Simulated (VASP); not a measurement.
# B3Au5 (F-43m) in VASP: single point with PBE

Aim: the single point of B3Au5 with PBE.

All numbers are computed with VASP 6.6.1; they aren't measurements. Logs are shortened: lines on timing, memory, paths and dates and some standing lists are left out, and cuts for length are marked.

## 1. The cell of the first run

The structure is cubic, space group F-43m (No. 216). Conventional cell: a = 8.030 Å, b = 8.030 Å, c = 8.030 Å, α = 90.00°, β = 90.00°, γ = 90.00°. Within 2.0 Å of B (site symmetry -43m) lie 4 Au at 1.47 Å. B (site symmetry -43m) has 16 Au at 3.29 to 3.48 Å and 10 B at 3.48 to 4.01 Å within 4.3 Å. B (site symmetry -43m) has 4 Au at 2.01 Å within 2.7 Å. Within 2.0 Å of Au (site symmetry 3m) lie 1 B at 1.47 Å. Au (site symmetry -43m) has 12 Au at 3.39 Å and 14 B at 3.48 to 4.01 Å within 4.5 Å.

## 2. Single point, PBE

INCAR reads:

```
SYSTEM = B3Au5
PREC = Accurate ; ENCUT = 520
EDIFF = 1E-6 ; ISMEAR = 0
SIGMA = 0.1 ; LREAL = .False.
LASPH = .True. ; NELM = 80
ALGO = Fast ; ISIF = 2
LWAVE = .False. ; LCHARG = .False.
GGA = PE ; NBANDS = 42
```

KPOINTS reads:

```
Automatic mesh
0
Gamma
  4 4 4
  0 0 0
```

POSCAR reads:

```
B3Au5
1.0
    0.0000000000      4.0148960600      4.0148960600
    4.0148960600      0.0000000000      4.0148960600
    4.0148960600      4.0148960600      0.0000000000
B Au
3 5
Direct
    0.2500000000      0.2500000000      0.2500000000
    0.5000000000      0.5000000000      0.5000000000
    0.0000000000      0.0000000000      0.0000000000
    0.1446318800      0.1446318800      0.1446318800
    0.1446318800      0.1446318800      0.5661043700
    0.1446318800      0.5661043700      0.1446318800
    0.5661043700      0.1446318800      0.1446318800
    0.7500000000      0.7500000000      0.7500000000
```

Potentials or basis: VASP PAW PBE potentials, release 64 (B, Au).

Command:

```console
> cat potpaw_PBE.64/B/POTCAR potpaw_PBE.64/Au/POTCAR > POTCAR
> mpirun -np 1 vasp_std > vasp.out
```

OUTCAR:

```text
SYSTEM = B3Au5
   PREC = Accurate
   ENCUT = 520
   EDIFF = 1E-6
   ISMEAR = 0
   LREAL = .False.
   LASPH = .True.
   NELM = 80
   ISIF = 2
   GGA = PE

 ion  position               nearest neighbor table
   1  0.250  0.250  0.250-   4 1.47   5 1.47   6 1.47   7 1.47
   2  0.500  0.500  0.500-
   3  0.000  0.000  0.000-   5 2.01   6 2.01   7 2.01   4 2.01
   4  0.145  0.145  0.145-   1 1.47   3 2.01   5 2.39   6 2.39   7 2.39   5 3.28   6 3.28   7 3.28
                             8 3.39   8 3.39   8 3.39
   5  0.145  0.145  0.566-   1 1.47   3 2.01   4 2.39   6 2.39   7 2.39   4 3.28   6 3.28   7 3.28
                             8 3.39   8 3.39   8 3.39
   6  0.145  0.566  0.145-   1 1.47   3 2.01   4 2.39   5 2.39   7 2.39   5 3.28   4 3.28   7 3.28
                             8 3.39   8 3.39   8 3.39
   7  0.566  0.145  0.145-   1 1.47   3 2.01   4 2.39   5 2.39   6 2.39   6 3.28   4 3.28   5 3.28
                             8 3.39   8 3.39   8 3.39
   8  0.750  0.750  0.750-   7 3.39   6 3.39   5 3.39   6 3.39   5 3.39   7 3.39   4 3.39   4 3.39
                             4 3.39   5 3.39   6 3.39   7 3.39

  LATTYP: Found a face centered cubic cell.
 ALAT       =     8.0297921200

  Lattice vectors:

 A1 = (   0.0000000000,   4.0148960600,   4.0148960600)
 A2 = (   4.0148960600,   0.0000000000,   4.0148960600)
 A3 = (   4.0148960600,   4.0148960600,   0.0000000000)

Analysis of symmetry for initial positions (statically):
=====================================================================
 Subroutine PRICEL returns:
 Original cell was already a primitive cell.

 Routine SETGRP: Setting up the symmetry group for a
 face centered cubic supercell.

 Subroutine GETGRP returns: Found 24 space group operations
 (whereof 24 operations were pure point group operations)
 out of a pool of 48 trial point group operations.

The static configuration has the point symmetry T_d .

Analysis of symmetry for dynamics (positions and initial velocities):
=====================================================================
 Subroutine PRICEL returns:
 Original cell was already a primitive cell.

 Routine SETGRP: Setting up the symmetry group for a
 face centered cubic supercell.

 Subroutine GETGRP returns: Found 24 space group operations
 (whereof 24 operations were pure point group operations)
 out of a pool of 48 trial point group operations.

[... 98 lines left out ...]
   NSW    =      0    number of steps for IOM
   IBRION =     -1    ionic relax: 0-MD 1-quasi-New 2-CG
   NFREE  =      0    steps in history (QN), initial steepest desc. (CG)
   ISIF   =      2    stress and relaxation
   ISYM   =      2    0-nonsym 1-usesym 2-fastsym
   POTIM  = 0.5000    time-step for ionic-motion
   TEBEG  =    0.0;   TEEND  =   0.0 temperature during run
   PSTRESS=    0.0 pullay stress
   NELECT =      64.0000    total number of electrons
   NUPDOWN=      -1.0000    fix difference up-down
   EMIN   =  10.00;   EMAX   =-10.00  energy-range for DOS
   EFERMI =   0.00;   METHOD = LEGACY
   ISMEAR =     0;   SIGMA  =   0.10  broadening in eV -4-tet -1-fermi 0-gaus
   EFERMI_NEDOS =   21; number of points for ismear=-14 and -15
   IALGO  =     68    algorithm
   IMIX   =      4    mixing-type and parameters
     AMIX     =   0.40;   BMIX     =  1.00
     AMIX_MAG =   1.60;   BMIX_MAG =  1.00
  volume/ion in A,a.u.               =      16.18       109.18
  Fermi-wavevector in a.u.,A,eV,Ry     =   1.294545  2.446336 22.801283  1.675847
  Thomas-Fermi vector in A             =   2.426121
   LORBIT       =      0    0 simple, 1 ext, 2 COOP (PROOUT), +10 PAW based schemes
   GGA     = PE    functional components
   LHFCALC =     F    Hartree Fock is set to
   AEXX    =    0.0000 exact exchange contribution
   IVDW    =     0    specifies the selected vdW correction
   LEPSILON=     F    determine dielectric tensor
   LRPA    =     F    only Hartree local field effects (RPA)
 non-spin polarized calculation
 RMM-DIIS sequential band-by-band and
 Gauss-broadening in eV      SIGMA  =   0.10
  energy-cutoff  :      520.00
  volume of cell :      129.44
 maximum number of plane-waves:      3511
   NGX = 21   NGY = 21   NGZ = 21

 number of electron      63.9999998 magnetization

 Free energy of the ion-electron system (eV)
  ---------------------------------------------------
  ext. energy  EPLUGINS =         0.00000000
  ---------------------------------------------------
  free energy    TOTEN  =         5.24815891 eV

  energy without entropy =        5.29018605  energy(sigma->0) =        5.26917248

 E-fermi :   7.0582     XC(G=0): -11.1271

 val. band max:        6.9907140566   @ k =   0.5000   0.2500   0.0000
 cond. band min:       7.0628503547   @ k =  -0.2500   0.5000   0.2500
 fundamental gap:      0.0721362982
 Fermi energy:         7.0581770584

 k-point     1 :       0.0000    0.0000    0.0000
  band No.  band energies     occupation
      1      -8.4390      2.00000
      2      -6.5375      2.00000
      3      -6.5375      2.00000
      4      -6.5375      2.00000
      5      -1.8858      2.00000
      6      -1.8858      2.00000
[... 349 lines left out ...]
     41      13.8445      0.00000
     42      14.4938      0.00000

------------------------ aborting loop because EDIFF is reached ----------------------------------------

  FORCE on cell =-STRESS in cart. coord.  units (eV):
  Direction    XX          YY          ZZ          XY          YZ          ZX
  --------------------------------------------------------------------------------------
  -------------------------------------------------------------------------------------
  Total       92.5761802     92.5761802     92.5761802      0.0000000     -0.0000000      0.0000000
  in kB     1145.9269264   1145.9269264   1145.9269264      0.0000000     -0.0000000      0.0000000
  external PRESSURE =    1145.9269264 kB  Pullay stress =       0.0000000 kB

 VOLUME and BASIS-vectors are now :
 -----------------------------------------------------------------------------
  energy-cutoff  :      520.00
  volume of cell :      129.44
      direct lattice vectors                 reciprocal lattice vectors
     0.000000000  4.014896060  4.014896060    -0.124536225  0.124536225  0.124536225
     4.014896060  0.000000000  4.014896060     0.124536225 -0.124536225  0.124536225
     4.014896060  4.014896060  0.000000000     0.124536225  0.124536225 -0.124536225

 POSITION                                       TOTAL-FORCE (eV/Angst)
 -----------------------------------------------------------------------------------
      2.00745      2.00745      2.00745        -0.000000      0.000000      0.000000
      4.01490      4.01490      4.01490        -0.000000      0.000000      0.000000
      0.00000      0.00000      0.00000        -0.000000      0.000000      0.000000
      1.16136      1.16136      1.16136       -23.067555    -23.067555    -23.067555
      2.85353      2.85353      1.16136        23.067555     23.067555    -23.067555
      2.85353      1.16136      2.85353        23.067555    -23.067555     23.067555
      1.16136      2.85353      2.85353       -23.067555     23.067555     23.067555
      6.02234      6.02234      6.02234        -0.000000      0.000000      0.000000
 -----------------------------------------------------------------------------------
    total drift:                               -0.000032     -0.000032     -0.000032

  FREE ENERGIE OF THE ION-ELECTRON SYSTEM (eV)
  ---------------------------------------------------
  free  energy   TOTEN  =         5.2481589076 eV

  energy  without entropy=        5.2901860540  energy(sigma->0) =        5.26917248
```

OSZICAR:

```text
N       E                     dE             d eps       ncg     rms          rms(c)
DAV:   1     0.450679387622E+03    0.45068E+03   -0.32596E+04   672   0.145E+03
DAV:   2     0.150818252676E+02   -0.43560E+03   -0.41326E+03   756   0.326E+02
DAV:   3    -0.318344107563E+01   -0.18265E+02   -0.17812E+02   776   0.637E+01
DAV:   4    -0.342300502981E+01   -0.23956E+00   -0.23865E+00   734   0.752E+00
DAV:   5    -0.342597539537E+01   -0.29704E-02   -0.29702E-02   792   0.871E-01    0.742E+01
RMM:   6     0.467026426846E+01    0.80962E+01   -0.19963E+01   701   0.196E+01    0.299E+01
RMM:   7     0.483926720180E+01    0.16900E+00   -0.40927E+00   714   0.812E+00    0.120E+01
RMM:   8     0.520754667715E+01    0.36828E+00   -0.60980E-01   698   0.329E+00    0.591E+00
RMM:   9     0.524279550314E+01    0.35249E-01   -0.23313E-01   718   0.214E+00    0.847E-01
RMM:  10     0.524777124140E+01    0.49757E-02   -0.17784E-02   738   0.711E-01    0.453E-01
RMM:  11     0.524753443234E+01   -0.23681E-03   -0.94210E-03   738   0.396E-01    0.266E-01
RMM:  12     0.524800536296E+01    0.47093E-03   -0.93187E-04   728   0.141E-01    0.165E-01
RMM:  13     0.524808601463E+01    0.80652E-04   -0.21688E-03   731   0.179E-01    0.573E-02
RMM:  14     0.524815213867E+01    0.66124E-04   -0.24314E-04   729   0.732E-02    0.242E-02
RMM:  15     0.524815901854E+01    0.68799E-05   -0.36317E-05   748   0.253E-02    0.125E-02
RMM:  16     0.524815890755E+01   -0.11099E-06   -0.48106E-06   586   0.107E-02
   1 F= 0.52481589E+01 E0= 0.52691725E+01  d E =-.420271E-01
```

stdout:

```text
POSCAR found type information on POSCAR B Au
 POSCAR found :  2 types and       8 ions
 scaLAPACK will be used
 LDA part: xc-table for (Slater+PW92), standard interpolation
 POSCAR, INCAR and KPOINTS ok, starting setup
 FFT: planning ... GRIDC
 FFT: planning ... GRID_SOFT
 FFT: planning ... GRID
 WAVECAR not read
 entering main loop
```

Wall time 67 s (1 thread of Intel Xeon 6975P-C, shared host); peak memory 0.27 GiB.

What came out:

| Property | Result |
| --- | --- |
| Free energy | 5.2482 eV |
| Pressure | 114.6 GPa |
| Largest force | 39.954 eV/Å |
| Band gap on the k mesh | zero (band 32 reaches 7.43 eV, above the bottom of band 33 at 6.51 eV) |

Forces on the atoms (eV/Å):
```
B     0.000   0.000   0.000
B     0.000   0.000   0.000
B     0.000   0.000   0.000
Au  -23.068 -23.068 -23.068
Au   23.068  23.068 -23.068
Au   23.068 -23.068  23.068
Au  -23.068  23.068  23.068
Au    0.000   0.000   0.000
```

Caveat: spin-orbit coupling is left out, which moves the levels of the heavy elements; forces of over 1 eV/Å act on the atoms, so gaps and moduli don't describe the material at rest.
